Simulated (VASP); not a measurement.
Wanted: the native input for a VASP 6.6.1 run.

- Task: single point
- Functional: PBE
- Potentials or basis: VASP PAW PBE potentials, release 64 (Ga_d, P)
- Cutoff: 520 eV
- k mesh: 14 × 14 × 14
- Occupations: fermi-dirac, width 0.02 eV
- Spin: no spin polarisation
- Dipole correction: no
- Further INCAR settings: ALGO = Normal; EDIFF = 1e-06; NBANDS = 16

The structure of GaP lies in POSCAR:

```
GaP
1.0
    0.0000000000      2.6696170428      2.6696170428
    2.6696170428      0.0000000000      2.6696170428
    2.6696170428      2.6696170428      0.0000000000
Ga P
1 1
Direct
    0.0000000000      0.0000000000      0.0000000000
    0.2500000000      0.2500000000      0.2500000000
```

This cell differs from its parent crystal: volume scaled by 0.94, then relaxed in part.

One way to write it, as run:

INCAR

```
PREC     = Accurate       # precision mode
ENCUT    = 520            # plane-wave cutoff, eV
EDIFF    = 1E-6           # SCF threshold, eV
ISMEAR   = -1             # smearing method
SIGMA    = 0.02           # smearing width, eV
LREAL    = False          # projectors in reciprocal space
LASPH    = True           # aspherical terms in the spheres
NELM     = 60             # most SCF steps
ALGO     = Normal         # electronic algorithm
ISIF     = 2              # what is computed and relaxed
LWAVE    = False          # write WAVECAR
LCHARG   = True           # write CHGCAR
GGA      = PE             # functional
LELF     = True           # ELF
LVHAR    = True         
NBANDS   = 16             # bands
```

KPOINTS

```
Automatic mesh
0
Gamma
  14 14 14
```

Potentials or basis: VASP PAW PBE potentials, release 64 (Ga_d, P).

Launch:

```console
$ cat potpaw_PBE.64/Ga_d/POTCAR potpaw_PBE.64/P/POTCAR > POTCAR
$ mpirun -np 1 vasp_std > vasp.out
```

It gave:

- Pressure: 8.6 GPa
- Band gap on the k mesh: 1.48 eV, indirect (least direct gap 2.35 eV)

Run time: 22 s on 1 thread of Intel(R) Xeon(R) 6975P-C (Granite Rapids) (shared host), peak memory 0.2 GiB.
